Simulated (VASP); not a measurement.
# Zn (P6_3/mmc) in VASP: further runs

The runs below take Zn through single point, relaxation of cell and atoms, with revPBE.

Program: VASP 6.6.1. These are calculated values, not measurements. Logs are shortened: lines on timing, memory, paths and dates and some standing lists are left out, and cuts for length are marked.

## 1. The cell of the first run

It takes space group P6_3/mmc (No. 194, hexagonal). Conventional cell: a = 2.681 Å, b = 2.681 Å, c = 5.031 Å, α = 90.00°, β = 90.00°, γ = 120.00°. Zn (site symmetry -6m2) has 12 Zn at 2.68 to 2.95 Å within 3.5 Å.

## 2. Single point, revPBE

File INCAR:

```
SYSTEM = Zn
ALGO = Normal ; EDIFF = 1E-6
ENCUT = 520 ; GGA = RE
ISIF = 2 ; ISMEAR = -1
LASPH = .TRUE. ; LCHARG = .FALSE.
LREAL = .FALSE. ; LWAVE = .FALSE.
NBANDS = 19 ; NELM = 80
PREC = Accurate ; SIGMA = 0.1
```

File KPOINTS:

```
k-points
0
G
  13 13 7
  0 0 0
```

File POSCAR:

```
Zn
1.0
    2.6814165092      0.0000000000      0.0000000000
   -1.3407082546      2.3221748151      0.0000000000
    0.0000000000      0.0000000000      5.0308882090
Zn
2
Direct
    0.3333333333      0.6666666667      0.2500000000
    0.6666666667      0.3333333333      0.7500000000
```

Potentials or basis: VASP PAW PBE potentials, release 64 (Zn).

On the command line:

```bash
$ cat potpaw_PBE.64/Zn/POTCAR > POTCAR
$ mpirun -np 1 vasp_std > vasp.out
```

OUTCAR:

```text
SYSTEM = Zn
   EDIFF = 1E-6
   ENCUT = 520
   GGA = RE
   ISIF = 2
   ISMEAR = -1
   LASPH = .TRUE.
   LREAL = .FALSE.
   NELM = 80
   PREC = Accurate

 ion  position               nearest neighbor table
   1  0.333  0.667  0.250-   2 2.95   2 2.95   2 2.95   2 2.95   2 2.95   2 2.95
   2  0.667  0.333  0.750-   1 2.95   1 2.95   1 2.95   1 2.95   1 2.95   1 2.95

  LATTYP: Found a hexagonal cell.
 ALAT       =     2.6814165092
 C/A-ratio  =     1.8762054279

  Lattice vectors:

 A1 = (   2.6814165092,   0.0000000000,   0.0000000000)
 A2 = (  -1.3407082546,   2.3221748151,   0.0000000000)
 A3 = (   0.0000000000,   0.0000000000,   5.0308882090)

Analysis of symmetry for initial positions (statically):
=====================================================================
 Subroutine PRICEL returns:
 Original cell was already a primitive cell.

 Routine SETGRP: Setting up the symmetry group for a
 hexagonal supercell.

 Subroutine GETGRP returns: Found 24 space group operations
 (whereof 12 operations were pure point group operations)
 out of a pool of 24 trial point group operations.

The static configuration has the point symmetry D_3d.
 The point group associated with its full space group is D_6h.

Analysis of symmetry for dynamics (positions and initial velocities):
=====================================================================
 Subroutine PRICEL returns:
 Original cell was already a primitive cell.

 Routine SETGRP: Setting up the symmetry group for a
 hexagonal supercell.

 Subroutine GETGRP returns: Found 24 space group operations
 (whereof 12 operations were pure point group operations)
 out of a pool of 24 trial point group operations.

The dynamic configuration has the point symmetry D_3d.
 The point group associated with its full space group is D_6h.

 Subroutine INISYM returns: Found 24 space group operations
 (whereof 12 operations are pure point group operations),
 and found     1 'primitive' translations

----------------------------------------------------------------------------------------

                                     Primitive cell

  volume of cell :      31.3259

  direct lattice vectors                    reciprocal lattice vectors
     2.681416509  0.000000000  0.000000000     0.372937213  0.215315400  0.000000000
    -1.340708255  2.322174815  0.000000000     0.000000000  0.430630801  0.000000000
     0.000000000  0.000000000  5.030888209     0.000000000  0.000000000  0.198772057
[... 76 lines left out ...]
   ISTART =      0    job   : 0-new  1-cont  2-samecut
   ICHARG =      2    charge: 1-file 2-atom 10-const
   ISPIN  =      1    spin polarized calculation?
   LNONCOLLINEAR =      F non collinear calculations
   LSORBIT =      F    spin-orbit coupling
   LASPH  =      T    aspherical Exc in radial PAW
   ENCUT  =  520.0 eV  38.22 Ry    6.18 a.u.   4.99  4.99  9.35*2*pi/ulx,y,z
   NELM   =     80;   NELMIN=  2; NELMDL= -5     # of ELM steps
   EDIFF  = 0.1E-05   stopping-criterion for ELM
   LREAL  =      F    real-space projection
   EDIFFG = 0.1E-04   stopping-criterion for IOM
   NSW    =      0    number of steps for IOM
   IBRION =     -1    ionic relax: 0-MD 1-quasi-New 2-CG
   NFREE  =      0    steps in history (QN), initial steepest desc. (CG)
   ISIF   =      2    stress and relaxation
   ISYM   =      2    0-nonsym 1-usesym 2-fastsym
   POTIM  = 0.5000    time-step for ionic-motion
   TEBEG  =    0.0;   TEEND  =   0.0 temperature during run
   PSTRESS=    0.0 pullay stress
   NELECT =      24.0000    total number of electrons
   NUPDOWN=      -1.0000    fix difference up-down
   EMIN   =  10.00;   EMAX   =-10.00  energy-range for DOS
   EFERMI =   0.00;   METHOD = LEGACY
   ISMEAR =    -1;   SIGMA  =   0.10  broadening in eV -4-tet -1-fermi 0-gaus
   EFERMI_NEDOS =   21; number of points for ismear=-14 and -15
   IALGO  =     38    algorithm
   IMIX   =      4    mixing-type and parameters
     AMIX     =   0.40;   BMIX     =  1.00
     AMIX_MAG =   1.60;   BMIX_MAG =  1.00
  volume/ion in A,a.u.               =      15.66       105.70
  Fermi-wavevector in a.u.,A,eV,Ry     =   1.497996  2.830802 30.531361  2.243992
  Thomas-Fermi vector in A             =   2.609812
   LORBIT       =      0    0 simple, 1 ext, 2 COOP (PROOUT), +10 PAW based schemes
   GGA     = RE    functional components
   LHFCALC =     F    Hartree Fock is set to
   AEXX    =    0.0000 exact exchange contribution
   IVDW    =     0    specifies the selected vdW correction
   LEPSILON=     F    determine dielectric tensor
   LRPA    =     F    only Hartree local field effects (RPA)
 non-spin polarized calculation
  energy-cutoff  :      520.00
  volume of cell :       31.33
 maximum number of plane-waves:       862
 NGX is ok and might be reduce to    20
   NGX =  9   NGY =  9   NGZ = 19

 number of electron      24.0000001 magnetization

 Free energy of the ion-electron system (eV)
  ---------------------------------------------------
  ext. energy  EPLUGINS =         0.00000000
  ---------------------------------------------------
  free energy    TOTEN  =        -1.63739943 eV

  energy without entropy =       -1.62509404  energy(sigma->0) =       -1.63124673

 E-fermi :   2.9002     XC(G=0): -11.2971

 val. band max:        2.8800843358   @ k =   0.3077   0.0000   0.0000
 cond. band min:       2.9081780458   @ k =   0.3846   0.0000   0.0000
 fundamental gap:      0.0280937100
 Fermi energy:         2.9002181206

 k-point     1 :       0.0000    0.0000    0.0000
  band No.  band energies     occupation
      1      -7.1543      2.00000
      2      -5.4798      2.00000
      3      -4.8263      2.00000
      4      -4.5948      2.00000
      5      -4.5948      2.00000
      6      -4.5502      2.00000
[... 505 lines left out ...]
      6      -4.4481      2.00000
[... 11 lines left out ...]
     18      19.5222      0.00000
     19      21.5662      0.00000

 [... further k-points ...]
[... 5 lines left out ...]
  --------------------------------------------------------------------------------------
  -------------------------------------------------------------------------------------
  Total        0.0801491      0.0801491      0.0389854      0.0000000     -0.0000000      0.0000000
  in kB        4.0992611      4.0992611      1.9939258      0.0000000     -0.0000000      0.0000000
  external PRESSURE =       3.3974827 kB  Pullay stress =       0.0000000 kB

 VOLUME and BASIS-vectors are now :
 -----------------------------------------------------------------------------
  energy-cutoff  :      520.00
  volume of cell :       31.33
      direct lattice vectors                 reciprocal lattice vectors
     2.681416509  0.000000000  0.000000000     0.372937213  0.215315400  0.000000000
    -1.340708255  2.322174815  0.000000000     0.000000000  0.430630801  0.000000000
     0.000000000  0.000000000  5.030888209     0.000000000  0.000000000  0.198772057

 POSITION                                       TOTAL-FORCE (eV/Angst)
 -----------------------------------------------------------------------------------
     -0.00000      1.54812      1.25772        -0.000000     -0.000000      0.000000
      1.34071      0.77406      3.77317         0.000000      0.000000      0.000000
 -----------------------------------------------------------------------------------
    total drift:                               -0.000000      0.000000      0.000000

  FREE ENERGIE OF THE ION-ELECTRON SYSTEM (eV)
  ---------------------------------------------------
  free  energy   TOTEN  =        -1.6373994253 eV

  energy  without entropy=       -1.6250940394  energy(sigma->0) =       -1.63124673
```

Wall time 14 s (1 thread of Intel Xeon 6975P-C (Granite Rapids), shared host); peak memory 0.16 GiB.

Results:

| Property | Result |
| --- | --- |
| Free energy | -1.6374 eV |
| Pressure | 0.3 GPa |
| Band gap on the k mesh | zero (band 12 reaches 4.12 eV, above the bottom of band 13 at -0.14 eV) |

Stress tensor (GPa, compression positive):
```
0.41 0.00 0.00
0.00 0.41 0.00
0.00 0.00 0.20
```

Levels at points of the mesh, in eV from the Fermi level:
| k point | band 10 | band 11 | band 12 | band 13 | band 14 | band 15 |
| --- | --- | --- | --- | --- | --- | --- |
| (0.00, 0.00, 0.00) | -6.94 | -6.94 | -3.43 | -3.04 | 13.15 | 16.76 |

Caveat: the PAW data sets were made with another functional, which shifts forces and pressure a little.

## 3. Relaxation of cell and atoms, revPBE

This run uses another cell than the first one, of 15.21 Å³/atom, 0.971 times its volume.

File INCAR:

```
PREC = Accurate
ENCUT = 600
EDIFF = 1E-6
ISMEAR = -1
SIGMA = 0.1
LREAL = False
LASPH = True
NELM = 80
ALGO = Normal
ISIF = 3
LWAVE = False
LCHARG = False
GGA = RE
IBRION = 2
NSW = 80
EDIFFG = -0.01
```

File KPOINTS:

```
Automatic mesh
0
Gamma
  13 13 7
```

File POSCAR:

```
Zn
1.0
    2.6647980532      0.0000000000      0.0000000000
   -1.3323990266      2.3077828100      0.0000000000
    0.0000000000      0.0000000000      4.9467000000
Zn
2
Direct
    0.3333333333      0.6666666667      0.2500000000
    0.6666666667      0.3333333333      0.7500000000
```

Potentials or basis: VASP PAW PBE potentials, release 64 (Zn).

On the command line:

```bash
$ cat potpaw_PBE.64/Zn/POTCAR > POTCAR
$ mpirun -np 1 vasp_std > vasp.out
```

It took 50 s on 1 thread of Intel Xeon 6975P-C (Granite Rapids), shared host; peak memory 0.19 GiB.

Results (log left out):

```yaml
Free_energy: -1.6363 eV
Relaxed_volume: 15.72 Å³/atom
Relaxed_cell: a = 2.685 Å, b = 2.685 Å, c = 5.035 Å, α = 90.00°, β = 90.00°, γ = 120.00°
Space_group_after_relaxing_to_0.05_Å: P6_3/mmc (No. 194)
Energy_gained_by_relaxing: 3.2 meV/atom
Ionic_steps: 6
Pressure_after_relaxing: 0.0 GPa
Band_gap_on_the_k_mesh: zero (band 12 reaches 4.10 eV, above the bottom of band 13 at -0.16 eV)
```

Stress tensor (GPa, compression positive):
```
 0.03  0.00  0.00
 0.00  0.03  0.00
 0.00  0.00 -0.05
```

The path:
```
step  energy change (eV)  largest force (eV/Å)  pressure (GPa)  volume (Å³)
   1              0.0000                0.0000            2.23        30.42
   2             -0.0059                0.0000           -0.09        31.36
   3             -0.0059                0.0000            0.05        31.31
   4             -0.0059                0.0000            0.04        31.33
   5             -0.0062                0.0000            0.06        31.36
   6             -0.0064                0.0000            0.00        31.43
```

Final structure:
```yaml
crystal:
  lattice:
    - [2.68479, 0.00000, 0.00000]
    - [-1.34240, 2.32510, 0.00000]
    - [0.00000, 0.00000, 5.03507]
  atoms:
    - { symbol: Zn, position: [0.33333, 0.66667, 0.25000] }
    - { symbol: Zn, position: [0.66667, 0.33333, 0.75000] }
```

Levels at points of the mesh, in eV from the Fermi level:
```tsv
k point	band 8	band 9	band 10	band 11	band 12	band 13	band 14	band 15	band 16
(0.00, 0.00, 0.00)	-7.13	-7.13	-6.94	-6.94	-3.42	-3.04	13.13	16.73	17.37
```

Caveat: the PAW data sets were made with another functional, which shifts forces and pressure a little. revPBE gives volumes clearly too large for solids.

(Continued in part 2 of 2.)
